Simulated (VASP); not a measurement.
Runs of VASP 6.6.1 on Ga. The structure is that of space group P6_3/mmc (No. 194), or close to it. The cells are those of the table. This isn't the form of Ga at room conditions, which is orthorhombic.

| task | cell | k mesh | cutoff (eV) | gap on the mesh (eV) | pressure (GPa) |
| --- | --- | --- | --- | --- | --- |
| single point | a = 2.972, b = 2.972, c = 4.693 Å, angles 90.0, 90.0, 120.0°, 2 atoms | 14 × 14 × 8 | 520 | none | -2.1 |
| single point | a = 2.934, b = 2.934, c = 4.632 Å, angles 90.0, 90.0, 120.0°, 2 atoms | 14 × 14 × 8 | 520 | none | 0.2 |
| single point | a = 2.934, b = 2.934, c = 4.632 Å, angles 90.0, 90.0, 120.0°, 2 atoms | 12 × 12 × 7 | 520 | none | 0.0 |
| single point | a = 2.811, b = 2.811, c = 4.438 Å, angles 90.0, 90.0, 120.0°, 2 atoms | 14 × 14 × 8 | 520 | none | (a) |
| single point | a = 2.853, b = 2.853, c = 4.505 Å, angles 90.0, 90.0, 120.0°, 2 atoms | 14 × 14 × 8 | 520 | none | (b) |
| relaxation of cell and atoms | relaxed from a = 3.026, b = 3.026, c = 4.942 Å, angles 90.0, 90.0, 120.0°, 2 atoms | 12 × 12 × 7 | 600 | none | 0.1 |
| single point | a = 2.894, b = 2.894, c = 4.569 Å, angles 90.0, 90.0, 120.0°, 2 atoms | 14 × 14 × 8 | 520 | none | 3.2 |
| single point | a = 3.010, b = 3.010, c = 4.752 Å, angles 90.0, 90.0, 120.0°, 2 atoms | 14 × 14 × 8 | 520 | none | -3.9 |

Alike in all rows: level LDA; potentials or basis VASP PAW LDA potentials, release 64 (Ga_d); no spin polarisation; smearing fermi-dirac 0.1 eV.

Task: Fill in the values left out.

Result: (a) 11.6; (b) 6.8.

Caveats: the cell stands under pressure (at least some runs); the cell stands under tension (at least some runs).

A k mesh can miss the band edges, and the runs leave out spin-orbit coupling on Ga.

A gap of «none» marks levels without a gap at the run's occupations.
